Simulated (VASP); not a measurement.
## Ru: single point with PBE

Ru:

```
CELL_PARAMETERS angstrom
2.11880 0.00000 0.00000
0.00000 2.11880 0.00000
0.00000 0.00000 2.11880
ATOMIC_POSITIONS crystal
Ru 0.00000 0.00000 0.00000
```

This cell differs from its parent crystal: volume scaled by 0.6.

```json
{
 "Program": "VASP 6.6.1",
 "Task": "single point",
 "Functional": "PBE",
 "Potentials or basis": "VASP PAW PBE potentials, release 64 (Ru_pv)",
 "Cutoff": "500 eV",
 "k mesh": "15 × 15 × 15",
 "Occupations": "fermi-dirac, width 0.1 eV",
 "Spin": "no spin polarisation",
 "Dipole correction": "no",
 "Further INCAR settings": "ALGO = Normal; EDIFF = 1e-06; NBANDS = 13"
}
```

```
Pressure               : 370.9 GPa
Band gap on the k mesh : zero (band 7 reaches 27.47 eV, above the bottom of band 8 at 19.08 eV)
```

Levels at points of the mesh, in eV from the Fermi level:
```
           k point  band 4  band 5  band 6  band 7  band 8  band 9  band 10  band 11
(0.00, 0.00, 0.00)  -10.46  -10.46  -10.07    3.49    3.49    3.49    10.49    20.83
```

It took 6.3 s on 1 thread of Intel(R) Xeon(R) Platinum 8259CL CPU @ 2.50GHz (Skylake/Cascade Lake), with other jobs on the host, peak memory 0.12 GiB.
